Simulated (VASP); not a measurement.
Crystal: CoO.

```
Co O
1.0
     3.19765    0.00000    0.00000
    -1.59882    2.76924    0.00000
     0.00000    0.00000    5.22871
Co O
2 2
Cartesian
  0.0000 0.0000 0.0182
  0.0000 1.8462 2.6319
  0.0000 0.0000 1.9430
  0.0000 1.8462 4.5571
```

Base run:

| Quantity | Value |
| --- | --- |
| Program | VASP 6.6.1 |
| Functional | PBEsol |
| Potentials or basis | VASP PAW PBE potentials, release 64 (Co, O) |
| Cutoff | 520 eV |
| k mesh | 18 × 18 × 8 |
| Occupations | gaussian, width 0.1 eV |
| Spin | no spin polarisation |

Its results: pressure -22.2 GPa; largest force 0.094 eV/Å.

Problem. The run is repeated on the same cell with these changes: spin from no spin polarisation to collinear spin, ferromagnetic start; further incar settings from ALGO = Normal; EDIFF = 1e-06; NBANDS = 23 to ALGO = Fast; EDIFF = 1e-06; NBANDS = 27. What comes out?

Solution. Pressure -7.5 GPa; net moment 5.79 μB per cell; site moments Co +2.47; O +0.32 μB; largest force 0.267 eV/Å.

Caveats: the PAW data sets were made with another functional, which shifts forces and pressure a little; the stress differs along the axes, from -25 to -17 GPa (at least some runs); the cell stands under tension (at least some runs).
